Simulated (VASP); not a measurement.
Pd:

```
Pd
1.0
     2.53000    0.00000    0.00000
     0.00000    2.53000    0.00000
     0.00000    0.00000    2.53000
Pd
1
Cartesian
  0.0000 0.0000 0.0000
```

* Program: VASP 6.6.1
* Task: relaxation of cell and atoms
* Functional: PBE
* Potentials or basis: VASP PAW PBE potentials, release 64 (Pd)
* Cutoff: 600 eV
* k mesh: 10 × 10 × 10
* Occupations: gaussian, width 0.1 eV
* Spin: no spin polarisation

At the start: pressure 14.5 GPa; volume 16.19 Å³/atom.

**Question.** How do energy, volume and symmetry change on relaxing?

**Answer.** Over 4 steps the energy falls by 65.3 meV/atom and the volume is 17.80 Å³/atom (+9.9 %); space group Pm-3m (No. 221, to 0.05 Å).

Step by step:
```tsv
step	energy change (eV)	largest force (eV/Å)	pressure (GPa)	volume (Å³)
1	0.0000	0.0000	14.46	16.19
2	0.0061	0.0000	-9.90	19.87
3	-0.0653	0.0000	-0.18	17.83
4	-0.0653	0.0000	0.01	17.80
```

Final structure:
```yaml
crystal:
  lattice:
    - [2.61087, 0.00000, 0.00000]
    - [0.00000, 2.61087, 0.00000]
    - [0.00000, 0.00000, 2.61087]
  atoms:
    - { symbol: Pd, position: [0.00000, 0.00000, 0.00000] }
```
